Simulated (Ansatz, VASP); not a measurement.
# One calculation of SnO2, two programs

```xyz
6
Lattice="4.8265 0.0000 0.0000 0.0000 4.8284 0.0000 0.0000 0.0000 3.2382" Properties=species:S:1:pos:R:3 pbc="T T T"
Sn    2.4133    2.4142    1.6191
Sn    0.0000    0.0000    0.0000
O     1.4793    1.4807    0.0000
O     3.8926    0.9335    1.6191
O     0.9339    3.8949    1.6191
O     3.3472    3.3477    0.0000
```

Alike in both runs: task single point; functional PBE; k mesh 6 × 6 × 10; occupations gaussian, width 0.05 eV; no spin polarisation.

|  | VASP | Ansatz |
| --- | --- | --- |
| version | VASP 6.6.1 | Ansatz 0.2.0 |
| potentials or method | VASP PAW PBE potentials, release 64 (Sn_d, O), cutoff 520 eV | scalar-relativistic, plane waves, PAW |
| valence electrons in the cell | 52 | 52 |

|  | VASP | Ansatz | Ansatz less VASP |
| --- | --- | --- | --- |
| gap on the k mesh at the Fermi level (eV) | 0.67 | 0.68 | +0.012 |
| least direct gap on the mesh (eV) | 0.67 | 0.68 | +0.012 |
| pressure (GPa) | 0.6 | 0.0 | -0.61 |
| traceless stress, the component that is largest in VASP (GPa) | 0.19 | 0.00 | -0.195 |
| rms of the force components (eV/Å) | 0.008 | 0.000 | -0.0078 |

Atom by atom the forces differ by 0.008 eV/Å (rms over components).
